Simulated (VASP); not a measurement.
# Si (Imma) in VASP: further runs, part 2 of 2

VASP 6.6.1. Earlier steps stand in the parts before.

### Step 4. Electric field gradients, PBE (14.00 Å³/atom)

This run uses another cell than the first one, of 14.00 Å³/atom.

Input file INCAR:

```
PREC = Accurate
ENCUT = 520
EDIFF = 1E-8
ISMEAR = -1
SIGMA = 0.08
LREAL = F
LASPH = T
NELM = 80
ALGO = Normal
ISIF = 2
LWAVE = F
LCHARG = F
GGA = PE
LEFG = T
ISYM = 0
NBANDS = 11
```

Input file KPOINTS:

```
Automatic mesh
0
Gamma
  16 16 11
```

Input file POSCAR:

```
Si
1.0
   -2.2732885782      2.3919520203      1.2876245834
    2.2732885782     -2.3919520203      1.2876245834
    2.2732885782      2.3919520203     -1.2876245834
Si
2
Direct
    0.8070000000      0.5570000000      0.2500000000
    0.1930000000      0.4430000000      0.7500000000
```

Potentials or basis: VASP PAW PBE potentials, release 64 (Si).

Command:

```bash
cat potpaw_PBE.64/Si/POTCAR > POTCAR
mpirun -np 1 vasp_std > vasp.out
```

OUTCAR:

```text
PREC = Accurate
   ENCUT = 520
   EDIFF = 1E-8
   ISMEAR = -1
   LREAL = F
   LASPH = T
   NELM = 80
   ISIF = 2
   GGA = PE
   ISYM = 0

 ion  position               nearest neighbor table
   1  0.807  0.557  0.250-   2 2.41   2 2.41   2 2.48   2 2.48   2 2.77   2 2.77
   2  0.193  0.443  0.750-   1 2.41   1 2.41   1 2.48   1 2.48   1 2.77   1 2.77

IMPORTANT INFORMATION: All symmetrisations will be switched off!
NOSYMM: (Re-)initialisation of all symmetry stuff for point group C_1.

----------------------------------------------------------------------------------------

                                     Primitive cell

  volume of cell :      28.0063

  direct lattice vectors                    reciprocal lattice vectors
    -2.273288578  2.391952020  1.287624583     0.000000000  0.209034293  0.388311940
     2.273288578 -2.391952020  1.287624583     0.219945679  0.000000000  0.388311940
     2.273288578  2.391952020 -1.287624583     0.219945679  0.209034293  0.000000000

  length of vectors
[... 511 lines left out ...]
    -2.273288578  2.391952020  1.287624583     0.000000000  0.209034293  0.388311940
     2.273288578 -2.391952020  1.287624583     0.219945679  0.000000000  0.388311940
     2.273288578  2.391952020 -1.287624583     0.219945679  0.209034293  0.000000000

 POSITION                                       TOTAL-FORCE (eV/Angst)
 -----------------------------------------------------------------------------------
      0.00000      1.19598      1.43441         0.003533     -0.001224      0.026109
      2.27329      1.19598     -0.14679        -0.003533      0.001224     -0.026109
 -----------------------------------------------------------------------------------
    total drift:                                0.000000      0.000000      0.000000

  FREE ENERGIE OF THE ION-ELECTRON SYSTEM (eV)
  ---------------------------------------------------
  free  energy   TOTEN  =       -10.1791477325 eV

  energy  without entropy=      -10.1635472762  energy(sigma->0) =      -10.17134750

 Electric field gradients (V/A^2)
---------------------------------------------------------------------
 ion       V_xx      V_yy      V_zz      V_xy      V_xz      V_yz
---------------------------------------------------------------------
   1       9.612   -25.855    16.243     0.096     0.013    -0.095
   2       9.612   -25.855    16.243     0.096     0.013    -0.095
---------------------------------------------------------------------

 Electric field gradients after diagonalization (V/A^2)
 (convention: |V_zz| > |V_xx| > |V_yy|)
----------------------------------------------------------------------
 ion       V_xx      V_yy      V_zz     asymmetry (V_yy - V_xx)/ V_zz
----------------------------------------------------------------------
   1      16.243     9.612   -25.855       0.256
   2      16.243     9.612   -25.855       0.256
----------------------------------------------------------------------

           NMR quadrupolar parameters

 Cq : quadrupolar parameter    Cq=e*Q*V_zz/h
 eta: asymmetry parameters     (V_yy - V_xx)/ V_zz
 Q  : nuclear electric quadrupole moment in mb (millibarn)
----------------------------------------------------------------------
 ion       Cq(MHz)       eta       Q (mb)
----------------------------------------------------------------------
   1      -0.063       0.256       1.000
   2      -0.063       0.256       1.000
----------------------------------------------------------------------
```

OSZICAR:

```text
N       E                     dE             d eps       ncg     rms          rms(c)
DAV:   1     0.585110487288E+01    0.58511E+01   -0.35063E+03 31052   0.616E+02
DAV:   2    -0.977923327622E+01   -0.15630E+02   -0.15041E+02 40041   0.860E+01
DAV:   3    -0.101968010486E+02   -0.41757E+00   -0.41315E+00 39904   0.114E+01
DAV:   4    -0.101984063228E+02   -0.16053E-02   -0.16021E-02 37061   0.873E-01
DAV:   5    -0.101984126915E+02   -0.63687E-05   -0.63681E-05 38830   0.501E-02    0.466E+00
DAV:   6    -0.101866229868E+02    0.11790E-01   -0.39035E-03 36315   0.331E-01    0.270E+00
DAV:   7    -0.101791741211E+02    0.74489E-02   -0.88804E-03 35416   0.529E-01    0.219E-01
DAV:   8    -0.101791616351E+02    0.12486E-04   -0.63814E-04 36526   0.148E-01    0.752E-02
DAV:   9    -0.101791481222E+02    0.13513E-04   -0.30456E-05 38279   0.319E-02    0.253E-02
DAV:  10    -0.101791477655E+02    0.35671E-06   -0.25437E-06 38234   0.101E-02    0.262E-03
DAV:  11    -0.101791477808E+02   -0.15339E-07   -0.70574E-08 36975   0.168E-03    0.756E-04
DAV:  12    -0.101791477250E+02    0.55786E-07   -0.20985E-09 22344   0.354E-04    0.641E-04
DAV:  13    -0.101791477352E+02   -0.10204E-07   -0.83428E-10 20628   0.144E-04    0.429E-05
DAV:  14    -0.101791477325E+02    0.27535E-08   -0.65432E-11 19665   0.571E-05
   1 F= -.10179148E+02 E0= -.10171348E+02  d E =-.156005E-01
```

Wall time 8.2 min (1 thread of Oxide Virtual Turin-like, shared host); peak memory 0.4 GiB.

What came out:

| Quantity | Value |
| --- | --- |
| Free energy | -10.1791 eV |
| Pressure | 10.9 GPa |
| Largest force | 0.026 eV/Å |
| Band gap on the k mesh | zero (bands 4 and 5 overlap by 7.31 eV) |
| Largest electric field gradient by atom | Si -25.9 V/Å² |

Forces in eV/Å, atoms in the order of the input:
```
Si   0.004 -0.001  0.026
Si  -0.004  0.001 -0.026
```

Stress tensor (GPa, compression positive):
```
10.05 -0.16  0.02
-0.16 12.44  0.06
 0.02  0.06 10.13
```

Electric field gradients, principal values (V/Å²):
```
atom  least  middle  greatest (by size)
1 Si  9.612  16.243             -25.855
2 Si  9.612  16.243             -25.855
```

Caveat: the cell stands under pressure; without QUAD_EFG the Cq values of the log hold for a quadrupole moment of 1 mb, not for the nuclei.

### Step 5. Summary

```csv
cell,gap on the mesh (eV),pressure (GPa),largest force (eV/Å)
"a = 3.436 Å, angles 100.2, 95.0, 137.4°, 2 atoms",none,27.7,0.07
"a = 3.507 Å, angles 100.2, 95.0, 137.4°, 2 atoms",none,15.7,-
"a = 3.542 Å, angles 100.2, 95.0, 137.4°, 2 atoms",none,10.9,0.03
```

Alike in all rows: task electric field gradients; level PBE; potentials or basis VASP PAW PBE potentials, release 64 (Si); no spin polarisation; k mesh 16 × 16 × 11; cutoff (eV) 520; smearing fermi-dirac 0.08 eV.

Caveats: the cell stands under pressure (at least some runs); the stress differs along the axes, from 26 to 31 GPa (at least some runs).

Total energies depend on the potentials used, so only differences within one code and one set of settings carry meaning.
